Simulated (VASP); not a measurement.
A run of VASP 6.6.1:

INCAR

```
PREC = Accurate ; ENCUT = 520
EDIFF = 1E-6 ; ISMEAR = 0
SIGMA = 0.05 ; LREAL = False
LASPH = True ; NELM = 150
ALGO = Normal ; ISIF = 2
LWAVE = False ; LCHARG = False
ISPIN = 2 ; MAGMOM = 0 0 0
LORBIT = 11 ; LMAXMIX = 4
GGA = PE ; NBANDS = 22
```

Contents of KPOINTS:

```
Automatic mesh
0
Gamma
  6 6 6
```

File POSCAR:

```
PtS2
1.0
    0.0000000000      2.9659919000      2.9659919000
    2.9659919000      0.0000000000      2.9659919000
    2.9659919000      2.9659919000      0.0000000000
Pt S
1 2
Direct
    0.0000000000      0.0000000000      0.0000000000
    0.2500000000      0.2500000000      0.2500000000
    0.7500000000      0.7500000000      0.7500000000
```

Potentials or basis: VASP PAW PBE potentials, release 64 (Pt, S).

Command:

```console
$ cat potpaw_PBE.64/Pt/POTCAR potpaw_PBE.64/S/POTCAR > POTCAR
$ mpirun -np 1 vasp_std > vasp.out
```

Hardware: 1 thread of Intel Xeon 6975P-C, on a shared host.

Q: Estimate the wall time of this run.

A: Run time: 24 s on 1 thread of Intel Xeon 6975P-C, on a shared host, peak memory 0.21 GiB. Counts: scf iterations 13, k points 16.
